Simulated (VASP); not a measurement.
Write the native input for VASP 6.6.1 that does the following.

| Item | Value |
| --- | --- |
| Task | single point |
| Functional | LDA |
| Potentials or basis | VASP PAW LDA potentials, release 64 (Te) |
| Cutoff | 520 eV |
| k mesh | 15 × 15 × 15 |
| Occupations | fermi-dirac, width 0.1 eV |
| Spin | no spin polarisation |
| Dipole correction | no |
| Further INCAR settings | ALGO = Normal; EDIFF = 1e-07; NBANDS = 9 |

The structure of Te lies in POSCAR:

```
Te
1.0
   -1.7178426811      1.7178426811      1.7178426811
    1.7178426811     -1.7178426811      1.7178426811
    1.7178426811      1.7178426811     -1.7178426811
Te
1
Direct
    0.0000000000      0.0000000000      0.0000000000
```

This cell differs from its parent crystal: volume scaled by 0.76, level accurate.

One way to write it, as run:

INCAR

```
ALGO     = Normal         # electronic algorithm
EDIFF    = 1E-7           # SCF threshold, eV
ENCUT    = 520            # plane-wave cutoff, eV
ISIF     = 2              # what is computed and relaxed
ISMEAR   = -1             # smearing method
LASPH    = T              # aspherical terms in the spheres
LCHARG   = T              # write CHGCAR
LELF     = T              # ELF
LREAL    = F              # projectors in reciprocal space
LVHAR    = T            
LWAVE    = F              # write WAVECAR
NBANDS   = 9              # bands
NELM     = 100            # most SCF steps
PREC     = Accurate       # precision mode
SIGMA    = 0.1            # smearing width, eV
```

KPOINTS

```
k-points
0
Gamma
  15 15 15
```

Potentials or basis: VASP PAW LDA potentials, release 64 (Te).

Launch:

```console
$ cat potpaw_LDA.64/Te/POTCAR > POTCAR
$ mpirun -np 1 vasp_std > vasp.out
```

It gave:

```yaml
Pressure: 35.2 GPa
Band_gap_on_the_k_mesh: zero (band 3 reaches 18.44 eV, above the bottom of band 4 at 9.00 eV)
```

Caveat: spin-orbit coupling is left out, which moves the levels of the heavy elements.

Wall time 11 s on 1 thread of Intel Xeon 6975P-C, with other jobs on the host, peak memory 0.14 GiB.
